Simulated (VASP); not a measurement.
CaSe: single point with r2SCAN

Crystal: CaSe.

```
CELL_PARAMETERS angstrom
4.13168 0.00000 0.00000
-2.06584 3.57814 0.00000
0.00000 0.00000 7.16250
ATOMIC_POSITIONS crystal
Ca 0.00000 0.00000 0.00000
Ca 0.00000 0.00000 0.50000
Se 0.33333 0.66667 0.25000
Se 0.66667 0.33333 0.75000
```

| Property | Result |
| --- | --- |
| Program | VASP 6.6.1 |
| Task | single point |
| Functional | r2SCAN |
| Potentials or basis | VASP PAW PBE potentials, release 64 (Ca_sv, Se) |
| Cutoff | 520 eV |
| k mesh | 6 × 6 × 4 |
| Occupations | gaussian, width 0.01 eV |
| Spin | no spin polarisation |

```yaml
Pressure: 0.2 GPa
Band_gap_on_the_k_mesh: 2.69 eV, indirect (least direct gap 2.93 eV)
```

Stress tensor (GPa, compression positive):
```
0.19 0.00 0.00
0.00 0.19 0.00
0.00 0.00 0.29
```

Levels at points of the mesh, in eV from the valence-band top:
| k point | band 12 | band 13 | band 14 | band 15 | band 16 | band 17 | band 18 | band 19 | band 20 | band 21 |
| --- | --- | --- | --- | --- | --- | --- | --- | --- | --- | --- |
| (0.00, 0.00, 0.00) | -1.05 | -1.05 | -0.37 | 0.00 | 0.00 | 2.93 | 3.93 | 4.31 | 4.31 | 4.41 |
| (0.50, 0.00, 0.00) | -2.23 | -1.74 | -1.72 | -1.22 | -0.88 | 2.69 | 4.23 | 5.64 | 5.68 | 5.83 |
| (0.00, 0.00, 0.50) | -2.19 | -0.60 | -0.60 | -0.60 | -0.60 | 4.15 | 4.15 | 4.84 | 4.84 | 4.84 |
| (0.50, 0.00, 0.50) | -2.94 | -1.41 | -1.41 | -1.05 | -1.05 | 3.52 | 3.52 | 5.27 | 5.27 | 6.17 |

It took 2.8 min on 1 thread of Intel Xeon 6975P-C, on a shared host, peak memory 0.26 GiB.

Caveat: the PAW data sets were made with another functional, which shifts forces and pressure a little. A k mesh can miss the band edges.
